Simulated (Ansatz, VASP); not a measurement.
# One calculation of La2O3, two programs

File INCAR:

```
PREC = Accurate ; ENCUT = 600
EDIFF = 1E-6 ; ISMEAR = -1
SIGMA = 0.05 ; LREAL = F
LASPH = T ; NELM = 100
ALGO = Normal ; ISIF = 3
LWAVE = F ; LCHARG = F
GGA = PS ; IBRION = 2
NSW = 60 ; EDIFFG = -0.01
```

Contents of KPOINTS:

```
regular mesh
0
Gamma
  4 4 6
```

Contents of POSCAR:

```
La2O3
1.0
    6.2667802772      0.0000000000      0.0000000000
   -3.1333901386      5.4271909200      0.0000000000
    0.0000000000      0.0000000000      3.2997660000
La O
2 3
Direct
    0.6666666667      0.3333333333      0.5000000000
    0.3333333333      0.6666666667      0.5000000000
    0.5080139900      0.0000000000      0.0000000000
    0.0000000000      0.5080139900      0.0000000000
    0.4919860100      0.4919860100      0.0000000000
```

Contents of input.yaml:

```yaml
crystal:
  lattice:
    - [6.2667802772, 0.0, 0.0]
    - [-3.1333901386, 5.42719092, 0.0]
    - [0.0, 0.0, 3.299766]
  atoms:
    - { symbol: La, position: [0.6666666667, 0.3333333333, 0.5] }
    - { symbol: La, position: [0.3333333333, 0.6666666667, 0.5] }
    - { symbol: O, position: [0.50801399, 0.0, 0.0] }
    - { symbol: O, position: [0.0, 0.50801399, 0.0] }
    - { symbol: O, position: [0.49198601, 0.49198601, 0.0] }
hamiltonian:
  xc: pbesol
  pseudopotentials: { kind: paw }
kpoints:
  mp_grid: { grid: [4, 4, 6] }
scf:
  occupations: { method: fermi_dirac, width: 0.05 }
output:
  forces: true
  stress: true
  eigenvalues: true
  write_density: true
  write_potential: true
  elf: true
  volumetric_format: npy
relax:
  f_tol: 0.01
  max_steps: 40
  cell: { stress_tol: 0.05 }
```

Alike in both runs: task relaxation of cell and atoms; functional PBEsol; k mesh 4 × 4 × 6; occupations fermi-dirac, width 0.05 eV; no spin polarisation.

```csv
,VASP,Ansatz
version,VASP 6.6.1,Ansatz 0.2.0
potentials or method,"VASP PAW PBE potentials, release 64 (La, O)",Ansatz PAW
plane-wave cutoff (eV),600,420
valence electrons in the cell,40,40
```

|  | VASP | Ansatz | Ansatz less VASP |
| --- | --- | --- | --- |
| gap on the k mesh at the Fermi level, each at its own relaxed structure (eV) | 1.38 | 1.39 | +0.008 |
| relaxed volume (Å³/atom) | 22.32 | 22.38 | +0.052 |
| relaxed cell length with the largest relative difference (Å) | 6.298 | 6.303 | +0.0053 |

VASP's potentials were made for PBE, not for PBEsol.

Neither program's run includes spin-orbit coupling. Noted on Ansatz's run: the plane-wave basis is chosen anew once the cell has moved, so the energies of steps on either side of that aren't comparable.
